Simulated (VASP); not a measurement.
Here is a VASP 6.6.1 calculation.

File INCAR:

```
SYSTEM = Au
PREC = Accurate ; ENCUT = 520
EDIFF = 1E-6 ; ISMEAR = -1
SIGMA = 0.1 ; LREAL = .False.
LASPH = .True. ; NELM = 80
ALGO = Normal ; ISIF = 2
LWAVE = .False. ; LCHARG = .False.
GGA = PS ; NBANDS = 18
```

Contents of KPOINTS:

```
Automatic mesh
0
Gamma
  13 13 13
  0 0 0
```

The input POSCAR:

```
Au
1.0
   -2.8741339230      3.2685238123      1.2961326035
    3.2685238123     -2.8741339230      1.2961326035
    1.8737613738      1.8737613738     -0.5738067988
Au
2
Direct
    0.0074271935      0.9925728065      0.0000000000
    0.7425728065      0.2574271935      0.5000000000
```

Potentials or basis: VASP PAW PBE potentials, release 64 (Au).

The run is started by

```console
$ cat potpaw_PBE.64/Au/POTCAR > POTCAR
$ mpirun -np 1 vasp_std > vasp.out
```

(1) What does it give for the pressure?

(2) What does it give for the band gap on the k mesh?

(3) Predict the largest force.

Results:

(1) 29.2 GPa.

(2) zero (bands 11 and 12 overlap by 5.24 eV).

(3) 0.149 eV/Å.

Caveat: the cell stands under pressure; the PAW data sets were made with another functional, which shifts forces and pressure a little; spin-orbit coupling is left out, which moves the levels of the heavy elements.
